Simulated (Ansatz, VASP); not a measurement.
## One calculation of TiO2, two programs

Contents of POSCAR:

```
TiO2
1.0
    5.1450000000      0.0000000000      0.0000000000
    0.0000000000      9.1850000000      0.0000000000
    0.0000000000      0.0000000000      5.4470000000
Ti O
8 16
Direct
    0.1385900151      0.1289876377      0.9055937250
    0.6385900151      0.3710123623      0.0944062750
    0.8614099849      0.6289876377      0.5944062750
    0.3614099849      0.8710123623      0.4055937250
    0.8614099849      0.8710123623      0.0944062750
    0.3614099849      0.6289876377      0.9055937250
    0.1385900151      0.3710123623      0.4055937250
    0.6385900151      0.1289876377      0.5944062750
    0.4646122058      0.2298839650      0.8912620630
    0.9646122058      0.2701160350      0.1087379370
    0.5353877942      0.7298839650      0.6087379370
    0.0353877942      0.7701160350      0.3912620630
    0.5353877942      0.7701160350      0.1087379370
    0.0353877942      0.7298839650      0.8912620630
    0.4646122058      0.2701160350      0.3912620630
    0.9646122058      0.2298839650      0.6087379370
    0.8160599563      0.0097687983      0.8506294703
    0.3160599563      0.4902312017      0.1493705297
    0.1839400437      0.5097687983      0.6493705297
    0.6839400437      0.9902312017      0.3506294703
    0.1839400437      0.9902312017      0.1493705297
    0.6839400437      0.5097687983      0.8506294703
    0.8160599563      0.4902312017      0.3506294703
    0.3160599563      0.0097687983      0.6493705297
```

The input INCAR.step1:

```
PREC     = Accurate       # precision mode
ENCUT    = 520            # plane-wave cutoff, eV
ISMEAR   = -1             # smearing method
SIGMA    = 0.02           # smearing width, eV
LREAL    = Auto         
LASPH    = True           # aspherical terms in the spheres
NELM     = 60             # most SCF steps
NBANDS   = 114            # bands
GGA      = PE             # functional
ALGO     = Normal         # electronic algorithm
EDIFF    = 1E-4           # SCF threshold, eV
LWAVE    = True           # write WAVECAR
LCHARG   = False          # write CHGCAR
KPAR     = 4
```

INCAR.step2

```
PREC     = Accurate       # precision mode
ENCUT    = 520            # plane-wave cutoff, eV
EDIFF    = 1E-8           # SCF threshold, eV
ISMEAR   = -1             # smearing method
SIGMA    = 0.02           # smearing width, eV
LREAL    = Auto         
LASPH    = True           # aspherical terms in the spheres
NELM     = 60             # most SCF steps
ALGO     = Normal         # electronic algorithm
ISIF     = 2              # what is computed and relaxed
LWAVE    = False          # write WAVECAR
LCHARG   = False          # write CHGCAR
METAGGA  = R2SCAN         # meta-GGA
LMIXTAU  = True         
LEFG     = True         
NBANDS   = 114            # bands
ISTART   = 1            
KPAR     = 4
```

KPOINTS

```
Automatic mesh
0
Gamma
  5 3 4
```

Input for Ansatz:

```yaml
crystal:
  lattice:
    - [5.145, 0.0, 0.0]
    - [0.0, 9.185, 0.0]
    - [0.0, 0.0, 5.447]
  atoms:
    - { symbol: Ti, position: [0.1385900151, 0.1289876377, 0.905593725] }
    - { symbol: Ti, position: [0.6385900151, 0.3710123623, 0.094406275] }
    - { symbol: Ti, position: [0.8614099849, 0.6289876377, 0.594406275] }
    - { symbol: Ti, position: [0.3614099849, 0.8710123623, 0.405593725] }
    - { symbol: Ti, position: [0.8614099849, 0.8710123623, 0.094406275] }
    - { symbol: Ti, position: [0.3614099849, 0.6289876377, 0.905593725] }
    - { symbol: Ti, position: [0.1385900151, 0.3710123623, 0.405593725] }
    - { symbol: Ti, position: [0.6385900151, 0.1289876377, 0.594406275] }
    - { symbol: O, position: [0.4646122058, 0.229883965, 0.891262063] }
    - { symbol: O, position: [0.9646122058, 0.270116035, 0.108737937] }
    - { symbol: O, position: [0.5353877942, 0.729883965, 0.608737937] }
    - { symbol: O, position: [0.0353877942, 0.770116035, 0.391262063] }
    - { symbol: O, position: [0.5353877942, 0.770116035, 0.108737937] }
    - { symbol: O, position: [0.0353877942, 0.729883965, 0.891262063] }
    - { symbol: O, position: [0.4646122058, 0.270116035, 0.391262063] }
    - { symbol: O, position: [0.9646122058, 0.229883965, 0.608737937] }
    - { symbol: O, position: [0.8160599563, 0.0097687983, 0.8506294703] }
    - { symbol: O, position: [0.3160599563, 0.4902312017, 0.1493705297] }
    - { symbol: O, position: [0.1839400437, 0.5097687983, 0.6493705297] }
    - { symbol: O, position: [0.6839400437, 0.9902312017, 0.3506294703] }
    - { symbol: O, position: [0.1839400437, 0.9902312017, 0.1493705297] }
    - { symbol: O, position: [0.6839400437, 0.5097687983, 0.8506294703] }
    - { symbol: O, position: [0.8160599563, 0.4902312017, 0.3506294703] }
    - { symbol: O, position: [0.3160599563, 0.0097687983, 0.6493705297] }
kpoints:
  mp_grid: { grid: [5, 3, 4] }
scf:
  occupations: { method: fermi_dirac, width: 0.02 }
hamiltonian:
  xc: r2scan
  pseudopotentials: { kind: paw, frozen_core: stored }
output:
  forces: true
  stress: true
  populations: true
  efg: { quadrupole_moments_barn: { Ti: 0.247, O: -0.02558 } }
```

Alike in both runs: task electric field gradients; functional r2SCAN; k mesh 5 × 3 × 4; occupations fermi-dirac, width 0.02 eV; no spin polarisation.

|  | VASP | Ansatz |
| --- | --- | --- |
| version | VASP 6.6.1 | Ansatz 0.2.0 |
| potentials or method | VASP PAW PBE potentials, release 64 (Ti_sv, O) | plane-wave PAW, scalar-relativistic |
| plane-wave cutoff (eV) | 520 | 500 |
| valence electrons in the cell | 192 | 192 |

```csv
,VASP,Ansatz,Ansatz less VASP
gap on the k mesh at the Fermi level (eV),2.76,2.74,-0.020
pressure (GPa),1.0,-0.3,-1.28
"traceless stress, the component that is largest in VASP (GPa)",-0.48,-0.45,+0.027
rms of the force components (eV/Å),0.050,0.037,-0.0128
size of Vzz on the site where it differs most (V/Å²),19.7,22.2,+2.44
```

VASP's potentials were made for PBE, not for r2SCAN. Atom by atom the forces differ by 0.046 eV/Å (rms over components).
